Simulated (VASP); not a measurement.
Input of a VASP 6.6.1 run:

The input POSCAR:

```
PbO
1.0
    0.0000000000      2.6065174966      2.6065174966
    2.6065174966      0.0000000000      2.6065174966
    2.6065174966      2.6065174966      0.0000000000
Pb O
1 1
Direct
    0.0000000000      0.0000000000      0.0000000000
    0.5000000000      0.5000000000      0.5000000000
```

INCAR.step1

```
ALGO = Normal ; EDIFF = 1E-4
ENCUT = 520 ; GGA = PE
ISMEAR = 0 ; LASPH = True
LCHARG = False ; LREAL = False
LWAVE = True ; NBANDS = 17
NELM = 80 ; PREC = Accurate
SIGMA = 0.01
```

INCAR.step2

```
ALGO = Normal ; EDIFF = 1E-6
ENCUT = 520 ; ISIF = 2
ISMEAR = 0 ; ISTART = 1
LASPH = True ; LCHARG = False
LMIXTAU = True ; LREAL = False
LWAVE = False ; METAGGA = R2SCAN
NBANDS = 17 ; NELM = 80
PREC = Accurate ; SIGMA = 0.01
```

Contents of KPOINTS:

```
k-points
0
Gamma
  6 6 6
```

Potentials or basis: VASP PAW PBE potentials, release 64 (Pb_d, O).

Command:

```bash
$ cat potpaw_PBE.64/Pb_d/POTCAR potpaw_PBE.64/O/POTCAR > POTCAR
$ cp INCAR.step1 INCAR
$ mpirun -np 1 vasp_std > vasp.out
$ cp INCAR.step2 INCAR
$ mpirun -np 1 vasp_std > vasp.out
```

(1) What does it give for the pressure?

(2) Predict the band gap on the k mesh.

Results:

(1) 0.0 GPa.

(2) 0.31 eV, direct.

Caveat: the PAW data sets were made with another functional, which shifts forces and pressure a little; spin-orbit coupling is left out, which moves the levels of the heavy elements.
